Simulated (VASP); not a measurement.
SnSe2:

```
Sn Se
1.0
     3.83883    0.00000    0.00000
    -1.91941    3.32452    0.00000
     0.00000    0.00000    6.00381
Sn Se
1 2
Direct
  0.00000 0.00000 0.00000
  0.33333 0.66667 0.26554
  0.66667 0.33333 0.73446
```

| Item | Value |
| --- | --- |
| Program | VASP 6.6.1 |
| Task | relaxation of cell and atoms |
| Functional | r2SCAN |
| Dispersion | rVV10 |
| Potentials or basis | VASP PAW PBE potentials, release 64 (Sn_d, Se) |
| Cutoff | 550 eV |
| k mesh | 12 × 12 × 4 |
| Occupations | fermi-dirac, width 0.02 eV |
| Spin | no spin polarisation |

At the start: pressure -0.3 GPa; volume 25.54 Å³/atom.

Question: How do energy, volume and symmetry change on relaxing?

Answer: Over 10 steps the energy falls by 5.8 meV/atom and the volume is 26.40 Å³/atom (+3.4 %); space group P-3m1 (No. 164, to 0.1 Å) before and after.

The path:
| step | energy change (eV) | largest force (eV/Å) | pressure (GPa) | volume (Å³) |
| --- | --- | --- | --- | --- |
| 1 | 0.0000 | 0.2744 | -0.30 | 76.62 |
| 2 | -0.0042 | 0.0818 | 0.65 | 76.10 |
| 3 | -0.0042 | 0.0812 | 0.65 | 76.10 |
| 4 | -0.0083 | 0.0504 | 0.41 | 76.73 |
| 5 | -0.0124 | 0.0325 | -0.19 | 78.54 |
| 6 | -0.0163 | 0.0209 | -0.08 | 78.88 |
| 7 | -0.0173 | 0.0108 | 0.03 | 79.15 |
| 8 | -0.0173 | 0.0102 | 0.04 | 79.16 |
| 9 | -0.0173 | 0.0106 | -0.08 | 79.26 |
| 10 | -0.0173 | 0.0030 | 0.00 | 79.19 |

Final structure:
```
CELL_PARAMETERS angstrom
3.82969 0.00000 0.00000
-1.91484 3.31661 0.00000
0.00000 0.00000 6.23505
ATOMIC_POSITIONS crystal
Sn 0.00000 0.00000 0.00000
Se 0.33333 0.66667 0.25301
Se 0.66667 0.33333 0.74699
```

Caveat: the PAW data sets were made with another functional, which shifts forces and pressure a little.
